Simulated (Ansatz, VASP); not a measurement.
Two plane-wave programs on BIr2

```
B Ir
1.0
    -2.24093    2.24093    3.69353
     2.24093   -2.24093    3.69353
     2.24093    2.24093   -3.69353
B Ir
2 4
Direct
  0.00000 0.00000 0.00000
  0.75000 0.25000 0.50000
  0.28002 0.28002 0.00000
  0.03002 0.53002 0.50000
  0.46998 0.96998 0.50000
  0.71998 0.71998 0.00000
```

Alike in both runs: task relaxation of cell and atoms; functional PBE; k mesh 12 × 12 × 12; occupations gaussian, width 0.1 eV; no spin polarisation.

```csv
,VASP,Ansatz
version,VASP 6.6.1,Ansatz 0.2.0
potentials or method,"VASP PAW PBE potentials, release 64 (B, Ir), cutoff 500 eV","scalar-relativistic, plane waves, PAW"
valence electrons in the cell,42,74
```

|  | VASP | Ansatz | Ansatz less VASP |
| --- | --- | --- | --- |
| gap on the k mesh at the Fermi level, each at its own relaxed structure (eV) | none | none | - |
| relaxed volume (Å³/atom) | 12.40 | 12.37 | -0.029 |
| relaxed cell length with the largest relative difference (Å) | 4.876 | 4.867 | -0.0087 |

A gap of «none» marks a metal or a gap that the smearing closes. VASP's potentials hold 42 valence electrons a cell and Ansatz's 74, so a difference there can come from the potentials and not from the codes.

Neither program's run includes spin-orbit coupling.
